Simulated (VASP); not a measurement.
## BaTiO3: single point with PBE

The system is BaTiO3.

```
Ba Ti O
1.0
     3.98695    0.00000    0.00000
     0.00000    3.98695    0.00000
     0.00000    0.00000    4.18081
Ba Ti O
1 1 3
Direct
  0.00000 0.00000 0.99071
  0.50000 0.50000 0.47369
  0.00000 0.50000 0.51980
  0.50000 0.00000 0.51980
  0.50000 0.50000 0.03900
```

- Program: VASP 6.6.1
- Task: single point
- Functional: PBE
- Potentials or basis: VASP PAW PBE potentials, release 64 (Ba_sv, Ti_sv, O)
- Cutoff: 520 eV
- k mesh: 7 × 7 × 7
- Occupations: fermi-dirac, width 0.05 eV
- Spin: no spin polarisation
- Dipole correction: no
- Further INCAR settings: ALGO = Normal; EDIFF = 1e-06; NBANDS = 28

The pressure is 1.8 GPa, the largest force is 0.057 eV/Å and the band gap on the k mesh is 1.90 eV (least direct gap 2.33 eV).

Forces on the atoms (eV/Å):
```
Ba   0.000  0.000  0.050
Ti   0.000  0.000  0.046
O    0.000  0.000 -0.020
O    0.000  0.000 -0.020
O    0.000  0.000 -0.057
```

Levels at points of the mesh, in eV from the valence-band top:
| k point | band 16 | band 17 | band 18 | band 19 | band 20 | band 21 | band 22 | band 23 | band 24 | band 25 |
| --- | --- | --- | --- | --- | --- | --- | --- | --- | --- | --- |
| (0.00, 0.00, 0.00) | -1.58 | -1.20 | -0.76 | -0.44 | -0.44 | 1.90 | 2.50 | 2.50 | 4.11 | 4.30 |

Wall time 2.1 min on 1 thread of Intel Xeon 8259CL (shared host), peak memory 0.22 GiB.

Caveat: spin-orbit coupling is left out, which moves the levels of the heavy elements; an odd mesh through Γ misses points on the zone boundary, where band edges can lie.
